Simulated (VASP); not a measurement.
# MgB12 (F-43m) in VASP: notebook

The runs below take MgB12 through single point, relaxation of cell and atoms, with PBE.

All numbers are computed with VASP 6.6.1; they aren't measurements. Logs are shortened: lines on timing, memory, paths and dates and some standing lists are left out, and cuts for length are marked.

## 1. The cell of the first run

It takes space group F-43m (No. 216, cubic). Conventional cell: a = 7.573 Å, b = 7.573 Å, c = 7.573 Å, α = 90.00°, β = 90.00°, γ = 90.00°. Within 3.6 Å of Mg (site symmetry -43m) lie 28 B at 2.74 to 3.28 Å. Within 2.2 Å of B (site symmetry 3m) lie 5 B at 1.62 to 2.05 Å. B (site symmetry 2mm) has 6 B at 1.83 to 2.05 Å within 2.4 Å. B (site symmetry -43m) has 4 B at 1.66 Å within 2.2 Å. Within 2.2 Å of B (site symmetry -43m) lie 4 B at 1.62 Å.

## 2. Single point, PBE

INCAR reads:

```
SYSTEM = MgB12
PREC = Accurate ; ENCUT = 520
EDIFF = 1E-6 ; ISMEAR = 0
SIGMA = 0.1 ; LREAL = .FALSE.
LASPH = .TRUE. ; NELM = 80
ALGO = Normal ; ISIF = 2
LWAVE = .FALSE. ; LCHARG = .FALSE.
GGA = PE ; NBANDS = 31
```

KPOINTS reads:

```
regular mesh
0
G
  4 4 4
  0 0 0
```

POSCAR reads:

```
MgB12
1.0
    0.0000000000      3.7864030450      3.7864030450
    3.7864030450      0.0000000000      3.7864030450
    3.7864030450      3.7864030450      0.0000000000
Mg B
1 12
Direct
    0.0000000000      0.0000000000      0.0000000000
    0.3763353896      0.3763353896      0.3763353896
    0.3763353896      0.3763353896      0.8709938313
    0.3763353896      0.8709938313      0.3763353896
    0.8709938313      0.3763353896      0.3763353896
    0.5790142634      0.9209857366      0.9209857366
    0.9209857366      0.5790142634      0.5790142634
    0.9209857366      0.5790142634      0.9209857366
    0.5790142634      0.9209857366      0.5790142634
    0.9209857366      0.9209857366      0.5790142634
    0.5790142634      0.5790142634      0.9209857366
    0.2500000000      0.2500000000      0.2500000000
    0.5000000000      0.5000000000      0.5000000000
```

Potentials or basis: VASP PAW PBE potentials, release 64 (Mg, B).

Command:

```bash
$ cat potpaw_PBE.64/Mg/POTCAR potpaw_PBE.64/B/POTCAR > POTCAR
$ mpirun -np 1 vasp_std > vasp.out
```

OUTCAR:

```text
SYSTEM = MgB12
   PREC = Accurate
   ENCUT = 520
   EDIFF = 1E-6
   ISMEAR = 0
   LREAL = .FALSE.
   LASPH = .TRUE.
   NELM = 80
   ISIF = 2
   GGA = PE

 ion  position               nearest neighbor table
   1  0.000  0.000  0.000-   6 2.74   9 2.74  11 2.74   7 2.74   8 2.74  11 2.74   7 2.74   9 2.74
                            10 2.74   6 2.74   8 2.74  10 2.74
   2  0.376  0.376  0.376-  13 1.62  12 1.66  11 2.05   7 2.05   9 2.05
   3  0.376  0.376  0.871-  13 1.62  12 1.66  11 2.05   8 2.05   6 2.05
   4  0.376  0.871  0.376-  13 1.62  12 1.66   9 2.05   6 2.05  10 2.05
   5  0.871  0.376  0.376-  13 1.62  12 1.66   7 2.05   8 2.05  10 2.05
   6  0.579  0.921  0.921-   8 1.83   9 1.83  10 1.83  11 1.83   3 2.05   4 2.05   1 2.74   1 2.74

   7  0.921  0.579  0.579-   8 1.83   9 1.83  10 1.83  11 1.83   5 2.05   2 2.05   1 2.74   1 2.74

   8  0.921  0.579  0.921-   6 1.83   7 1.83  10 1.83  11 1.83   3 2.05   5 2.05   1 2.74   1 2.74

   9  0.579  0.921  0.579-   6 1.83   7 1.83  10 1.83  11 1.83   4 2.05   2 2.05   1 2.74   1 2.74

  10  0.921  0.921  0.579-   6 1.83   7 1.83   8 1.83   9 1.83   4 2.05   5 2.05   1 2.74   1 2.74

  11  0.579  0.579  0.921-   6 1.83   7 1.83   8 1.83   9 1.83   3 2.05   2 2.05   1 2.74   1 2.74

  12  0.250  0.250  0.250-   3 1.66   4 1.66   5 1.66   2 1.66
  13  0.500  0.500  0.500-   2 1.62   3 1.62   4 1.62   5 1.62

  LATTYP: Found a face centered cubic cell.
 ALAT       =     7.5728060900

  Lattice vectors:

 A1 = (   0.0000000000,   3.7864030450,   3.7864030450)
 A2 = (   3.7864030450,   0.0000000000,   3.7864030450)
 A3 = (   3.7864030450,   3.7864030450,   0.0000000000)

Analysis of symmetry for initial positions (statically):
=====================================================================
 Subroutine PRICEL returns:
 Original cell was already a primitive cell.

 Routine SETGRP: Setting up the symmetry group for a
 face centered cubic supercell.

 Subroutine GETGRP returns: Found 24 space group operations
 (whereof 24 operations were pure point group operations)
 out of a pool of 48 trial point group operations.

The static configuration has the point symmetry T_d .

Analysis of symmetry for dynamics (positions and initial velocities):
=====================================================================
 Subroutine PRICEL returns:
 Original cell was already a primitive cell.

 Routine SETGRP: Setting up the symmetry group for a
 face centered cubic supercell.

 Subroutine GETGRP returns: Found 24 space group operations
 (whereof 24 operations were pure point group operations)
 out of a pool of 48 trial point group operations.

The dynamic configuration has the point symmetry T_d .

 Subroutine INISYM returns: Found 24 space group operations
 (whereof 24 operations are pure point group operations),
 and found     1 'primitive' translations

----------------------------------------------------------------------------------------

                                     Primitive cell

  volume of cell :     108.5702

  direct lattice vectors                    reciprocal lattice vectors
     0.000000000  3.786403045  3.786403045    -0.132051447  0.132051447  0.132051447
     3.786403045  0.000000000  3.786403045     0.132051447 -0.132051447  0.132051447
     3.786403045  3.786403045  0.000000000     0.132051447  0.132051447 -0.132051447

  length of vectors
     5.354782539  5.354782539  5.354782539     0.228719815  0.228719815  0.228719815

  position of ions in fractional coordinates (direct lattice)
     0.000000000  0.000000000  0.000000000
     0.376335390  0.376335390  0.376335390
     0.376335390  0.376335390  0.870993831
     0.376335390  0.870993831  0.376335390
     0.870993831  0.376335390  0.376335390
     0.579014263  0.920985737  0.920985737
     0.920985737  0.579014263  0.579014263
     0.920985737  0.579014263  0.920985737
     0.579014263  0.920985737  0.579014263
     0.920985737  0.920985737  0.579014263
     0.579014263  0.579014263  0.920985737
     0.250000000  0.250000000  0.250000000
     0.500000000  0.500000000  0.500000000

  ion indices of the primitive-cell ions
   primitive index   ion index
                 1           1
                 2           2
                 3           3
                 4           4
                 5           5
                 6           6
                 7           7
                 8           8
                 9           9
                10          10
                11          11
                12          12
                13          13

----------------------------------------------------------------------------------------

 KPOINTS: regular mesh

Automatic generation of k-mesh.
 Grid dimensions read from file:
 generate k-points for:    4    4    4

 Generating k-lattice:

  Cartesian coordinates                     Fractional coordinates (reciprocal lattice)
    -0.033012862  0.033012862  0.033012862     0.250000000  0.000000000  0.000000000
     0.033012862 -0.033012862  0.033012862     0.000000000  0.250000000  0.000000000
     0.033012862  0.033012862 -0.033012862     0.000000000  0.000000000  0.250000000

  Length of vectors
     0.057179954  0.057179954  0.057179954

  Shift w.r.t. Gamma in fractional coordinates (k-lattice)
     0.000000000  0.000000000  0.000000000

 Subroutine IBZKPT returns following result:
 ===========================================

 Found      8 irreducible k-points:

 Following reciprocal coordinates:
            Coordinates               Weight
  0.000000  0.000000  0.000000      1.000000
  0.250000  0.000000  0.000000      8.000000
  0.500000  0.000000  0.000000      4.000000
  0.250000  0.250000  0.000000      6.000000
  0.500000  0.250000  0.000000     24.000000
 -0.250000  0.250000  0.000000     12.000000
  0.500000  0.500000  0.000000      3.000000
 -0.250000  0.500000  0.250000      6.000000
   k-points           NKPTS =      8   k-points in BZ     NKDIM =      8   number of bands    NBANDS=     31
   number of dos      NEDOS =    301   number of ions     NIONS =     13
   total plane-waves  NPLWV =  64000
   dimension x,y,z NGX =    40 NGY =   40 NGZ =   40
   dimension x,y,z NGXF=    80 NGYF=   80 NGZF=   80
   ions per type =               1  12
   NGX,Y,Z   is equivalent  to a cutoff of  12.42, 12.42, 12.42 a.u.
   NGXF,Y,Z  is equivalent  to a cutoff of  24.84, 24.84, 24.84 a.u.
 SYSTEM =  MgB12
   PREC   = accura    normal or accurate (medium, high low for compatibility)
   ISTART =      0    job   : 0-new  1-cont  2-samecut
   ICHARG =      2    charge: 1-file 2-atom 10-const
   ISPIN  =      1    spin polarized calculation?
   LNONCOLLINEAR =      F non collinear calculations
   LSORBIT =      F    spin-orbit coupling
   LASPH  =      T    aspherical Exc in radial PAW
   ENCUT  =  520.0 eV  38.22 Ry    6.18 a.u.   9.96  9.96  9.96*2*pi/ulx,y,z
   NELM   =     80;   NELMIN=  2; NELMDL= -5     # of ELM steps
   EDIFF  = 0.1E-05   stopping-criterion for ELM
   LREAL  =      F    real-space projection
   EDIFFG = 0.1E-04   stopping-criterion for IOM
   NSW    =      0    number of steps for IOM
   IBRION =     -1    ionic relax: 0-MD 1-quasi-New 2-CG
   NFREE  =      0    steps in history (QN), initial steepest desc. (CG)
   ISIF   =      2    stress and relaxation
   ISYM   =      2    0-nonsym 1-usesym 2-fastsym
   POTIM  = 0.5000    time-step for ionic-motion
   TEBEG  =    0.0;   TEEND  =   0.0 temperature during run
   PSTRESS=    0.0 pullay stress
   NELECT =      38.0000    total number of electrons
   NUPDOWN=      -1.0000    fix difference up-down
   EMIN   =  10.00;   EMAX   =-10.00  energy-range for DOS
   EFERMI =   0.00;   METHOD = LEGACY
   ISMEAR =     0;   SIGMA  =   0.10  broadening in eV -4-tet -1-fermi 0-gaus
   EFERMI_NEDOS =   21; number of points for ismear=-14 and -15
   IALGO  =     38    algorithm
   IMIX   =      4    mixing-type and parameters
     AMIX     =   0.40;   BMIX     =  1.00
     AMIX_MAG =   1.60;   BMIX_MAG =  1.00
  volume/ion in A,a.u.               =       8.35        56.36
  Fermi-wavevector in a.u.,A,eV,Ry     =   1.153717  2.180208 18.110202  1.331062
  Thomas-Fermi vector in A             =   2.290359
   LORBIT       =      0    0 simple, 1 ext, 2 COOP (PROOUT), +10 PAW based schemes
   GGA     = PE    functional components
   LHFCALC =     F    Hartree Fock is set to
   AEXX    =    0.0000 exact exchange contribution
   IVDW    =     0    specifies the selected vdW correction
   LEPSILON=     F    determine dielectric tensor
   LRPA    =     F    only Hartree local field effects (RPA)
 non-spin polarized calculation
 Gauss-broadening in eV      SIGMA  =   0.10
  energy-cutoff  :      520.00
  volume of cell :      108.57
 maximum number of plane-waves:      2954
   NGX = 19   NGY = 19   NGZ = 19

 number of electron      37.9999999 magnetization

 Free energy of the ion-electron system (eV)
  ---------------------------------------------------
  ext. energy  EPLUGINS =         0.00000000
  ---------------------------------------------------
  free energy    TOTEN  =       -70.36833494 eV

  energy without entropy =      -70.35477105  energy(sigma->0) =      -70.36155300

 E-fermi :   5.8737     XC(G=0): -11.2300

 val. band max:        5.8169181729   @ k =   0.2500   0.2500   0.0000
 cond. band min:       5.9147914181   @ k =  -0.2500   0.2500   0.0000
 fundamental gap:      0.0978732452
 Fermi energy:         5.8736849963

 k-point     1 :       0.0000    0.0000    0.0000
  band No.  band energies     occupation
      1      -9.3722      2.00000
      2      -6.0857      2.00000
      3      -2.8976      2.00000
      4      -2.8896      2.00000
      5      -2.8896      2.00000
      6      -2.8896      2.00000
[... 261 lines left out ...]
     30      11.5232      0.00000
     31      12.8875      0.00000

------------------------ aborting loop because EDIFF is reached ----------------------------------------

  FORCE on cell =-STRESS in cart. coord.  units (eV):
  Direction    XX          YY          ZZ          XY          YZ          ZX
  --------------------------------------------------------------------------------------
  -------------------------------------------------------------------------------------
  Total       -0.2686702     -0.2686702     -0.2686702      0.0000000     -0.0000000      0.0000000
  in kB       -3.9647845     -3.9647845     -3.9647845      0.0000000     -0.0000000      0.0000000
  external PRESSURE =      -3.9647845 kB  Pullay stress =       0.0000000 kB

 VOLUME and BASIS-vectors are now :
 -----------------------------------------------------------------------------
  energy-cutoff  :      520.00
  volume of cell :      108.57
      direct lattice vectors                 reciprocal lattice vectors
     0.000000000  3.786403045  3.786403045    -0.132051447  0.132051447  0.132051447
     3.786403045  0.000000000  3.786403045     0.132051447 -0.132051447  0.132051447
     3.786403045  3.786403045  0.000000000     0.132051447  0.132051447 -0.132051447

 POSITION                                       TOTAL-FORCE (eV/Angst)
 -----------------------------------------------------------------------------------
      0.00000      0.00000      0.00000        -0.000000     -0.000000     -0.000000
      2.84991      2.84991      2.84991        -0.001871     -0.001871     -0.001871
      4.72289      4.72289      2.84991         0.001871      0.001871     -0.001871
      4.72289      2.84991      4.72289         0.001871     -0.001871      0.001871
      2.84991      4.72289      4.72289        -0.001871      0.001871      0.001871
      6.97445      5.67960      5.67960         0.014909     -0.000000      0.000000
      4.38476      5.67960      5.67960        -0.014909     -0.000000      0.000000
      5.67960      6.97445      5.67960        -0.000000      0.014909      0.000000
      5.67960      4.38476      5.67960        -0.000000     -0.014909      0.000000
      5.67960      5.67960      6.97445        -0.000000     -0.000000      0.014909
      5.67960      5.67960      4.38476        -0.000000     -0.000000     -0.014909
      1.89320      1.89320      1.89320        -0.000000     -0.000000     -0.000000
      3.78640      3.78640      3.78640        -0.000000     -0.000000      0.000000
 -----------------------------------------------------------------------------------
    total drift:                               -0.000000     -0.000000     -0.000000

  FREE ENERGIE OF THE ION-ELECTRON SYSTEM (eV)
  ---------------------------------------------------
  free  energy   TOTEN  =       -70.3683349393 eV

  energy  without entropy=      -70.3547710535  energy(sigma->0) =      -70.36155300
```

Wall time 23 s (1 thread of AMD EPYC 9R45 (Zen 5), shared host); peak memory 0.2 GiB.

What came out:

```
Free energy            : -70.3683 eV
Pressure               : -0.4 GPa
Largest force          : 0.015 eV/Å
Band gap on the k mesh : zero (band 19 reaches 7.38 eV, above the bottom of band 20 at 5.58 eV)
```

Forces in eV/Å, atoms in the order of the input:
```
Mg   0.000  0.000  0.000
B   -0.002 -0.002 -0.002
B    0.002  0.002 -0.002
B    0.002 -0.002  0.002
B   -0.002  0.002  0.002
B    0.015  0.000  0.000
B   -0.015  0.000  0.000
B    0.000  0.015  0.000
B    0.000 -0.015  0.000
B    0.000  0.000  0.015
B    0.000  0.000 -0.015
B    0.000  0.000  0.000
B    0.000  0.000  0.000
```

Levels at points of the mesh, in eV from the Fermi level:
```tsv
k point	band 16	band 17	band 18	band 19	band 20	band 21	band 22	band 23
(0.00, 0.00, 0.00)	-0.66	-0.66	-0.66	1.51	1.51	1.51	2.43	2.43
(0.50, 0.00, 0.00)	-2.24	-2.24	-1.20	-0.30	-0.30	1.91	2.09	2.39
(0.50, 0.50, 0.00)	-2.25	-2.25	-1.49	0.29	0.29	1.01	1.36	2.04
```

## 3. Single point, PBE

This run uses another cell than the first one, of 11.42 Å³/atom, 1.368 times its volume.

INCAR reads:

```
SYSTEM = MgB12
  PREC = Accurate
  ENCUT = 520
  EDIFF = 1E-6
  ISMEAR = 0
  SIGMA = 0.1
  LREAL = .FALSE.
  LASPH = .TRUE.
  NELM = 80
  ALGO = Normal
  ISIF = 2
  LWAVE = .FALSE.
  LCHARG = .FALSE.
  GGA = PE
  NBANDS = 31
```

KPOINTS is that of step 2.

POSCAR reads:

```
MgB12
1.0
    0.0000000000      4.2030666100      4.2030666100
    4.2030666100      0.0000000000      4.2030666100
    4.2030666100      4.2030666100      0.0000000000
Mg B
1 12
Direct
    0.0000000000      0.0000000000      0.0000000000
    0.4413183900      0.4413183900      0.4413183900
    0.4413183900      0.4413183900      0.6760448400
    0.4413183900      0.6760448400      0.4413183900
    0.6760448400      0.4413183900      0.4413183900
    0.5793365800      0.9206634200      0.9206634200
    0.9206634200      0.5793365800      0.5793365800
    0.9206634200      0.5793365800      0.9206634200
    0.5793365800      0.9206634200      0.5793365800
    0.9206634200      0.9206634200      0.5793365800
    0.5793365800      0.5793365800      0.9206634200
    0.2500000000      0.2500000000      0.2500000000
    0.5000000000      0.5000000000      0.5000000000
```

Potentials or basis: VASP PAW PBE potentials, release 64 (Mg, B).

Command:

```bash
$ cat potpaw_PBE.64/Mg/POTCAR potpaw_PBE.64/B/POTCAR > POTCAR
$ mpirun -np 1 vasp_std > vasp.out
```

Run time: 46 s. Hardware: 1 thread of AMD EPYC 9R45 (Zen 5), shared host; peak memory 0.28 GiB.

The run converged. Its results:

```
Free energy            : 29.0483 eV
Pressure               : 105.5 GPa
Largest force          : 109.556 eV/Å
Band gap on the k mesh : zero (band 19 reaches 3.31 eV, above the bottom of band 20 at 2.53 eV)
```

Forces in eV/Å, atoms in the order of the input:
```
Mg    0.000   0.000   0.000
B   -63.252 -63.252 -63.252
B    63.252  63.252 -63.252
B    63.252 -63.252  63.252
B   -63.252  63.252  63.252
B    -2.558   0.000   0.000
B     2.558   0.000   0.000
B     0.000  -2.558   0.000
B     0.000   2.558   0.000
B     0.000   0.000  -2.558
B     0.000   0.000   2.558
B     0.000   0.000   0.000
B     0.000   0.000   0.000
```

Levels at points of the mesh, in eV from the Fermi level:
| k point | band 16 | band 17 | band 18 | band 19 | band 20 | band 21 |
| --- | --- | --- | --- | --- | --- | --- |
| (0.00, 0.00, 0.00) | -2.54 | -2.54 | -1.87 | 0.07 | 0.58 | 0.58 |
| (0.50, 0.00, 0.00) | -1.69 | -1.69 | -0.39 | 0.20 | 0.20 | 0.20 |
| (0.50, 0.50, 0.00) | -1.95 | -1.95 | -1.82 | -1.00 | -0.51 | 0.93 |

Caveat: forces of over 1 eV/Å act on the atoms, so gaps and moduli don't describe the material at rest.

## 4. Single point, PBE

INCAR reads:

```
SYSTEM = MgB12
  PREC = Accurate
  ENCUT = 520
  EDIFF = 1E-6
  ISMEAR = 0
  SIGMA = 0.1
  LREAL = .False.
  LASPH = .True.
  NELM = 80
  ALGO = Normal
  ISIF = 2
  LWAVE = .False.
  LCHARG = .False.
  GGA = PE
  NBANDS = 31
```

KPOINTS reads:

```
regular mesh
0
Gamma
  8 8 8
  0 0 0
```

POSCAR reads:

```
MgB12
1.0
    0.0000000000      3.7888013801      3.7888013801
    3.7888013801      0.0000000000      3.7888013801
    3.7888013801      3.7888013801      0.0000000000
Mg B
1 12
Direct
    0.0000000000      0.0000000000      0.0000000000
    0.6240088007      0.1279735978      0.6240088007
    0.6240088007      0.6240088007      0.6240088007
    0.1279735978      0.6240088007      0.6240088007
    0.6240088007      0.6240088007      0.1279735978
    0.0793981405      0.4206018595      0.4206018595
    0.4206018595      0.0793981405      0.0793981405
    0.4206018595      0.4206018595      0.0793981405
    0.0793981405      0.0793981405      0.4206018595
    0.0793981405      0.4206018595      0.0793981405
    0.4206018595      0.0793981405      0.4206018595
    0.7500000000      0.7500000000      0.7500000000
    0.5000000000      0.5000000000      0.5000000000
```

Command:

```bash
$ cat potpaw_PBE.64/Mg/POTCAR potpaw_PBE.64/B/POTCAR > POTCAR
$ mpirun -np 1 vasp_std > vasp.out
```

Wall time 76 s (1 thread of AMD EPYC 9R45 (Zen 5), shared host); peak memory 0.24 GiB.

The run converged. Its results:

```
Free energy            : -70.3630 eV
Pressure               : 0.0 GPa
Largest force          : 0.010 eV/Å
Band gap on the k mesh : zero (band 19 reaches 7.37 eV, above the bottom of band 20 at 5.57 eV)
```

Forces on the atoms (eV/Å):
```
Mg   0.000  0.000  0.000
B    0.002 -0.002  0.002
B   -0.002 -0.002 -0.002
B   -0.002  0.002  0.002
B    0.002  0.002 -0.002
B    0.010  0.000  0.000
B   -0.010  0.000  0.000
B    0.000  0.000  0.010
B    0.000  0.000 -0.010
B    0.000 -0.010  0.000
B    0.000  0.010  0.000
B    0.000  0.000  0.000
B    0.000  0.000  0.000
```

Levels at points of the mesh, in eV from the Fermi level:
```tsv
k point	band 15	band 16	band 17	band 18	band 19	band 20	band 21	band 22	band 23	band 24
(0.00, 0.00, 0.00)	-2.31	-0.71	-0.71	-0.71	1.48	1.48	1.48	2.37	2.37	2.37
(0.50, 0.00, 0.00)	-2.84	-2.29	-2.29	-1.23	-0.33	-0.33	1.86	2.06	2.34	2.58
(0.50, 0.50, 0.00)	-3.38	-2.31	-2.31	-1.51	0.27	0.27	0.97	1.33	2.00	2.00
```

(Continued in part 2 of 2.)
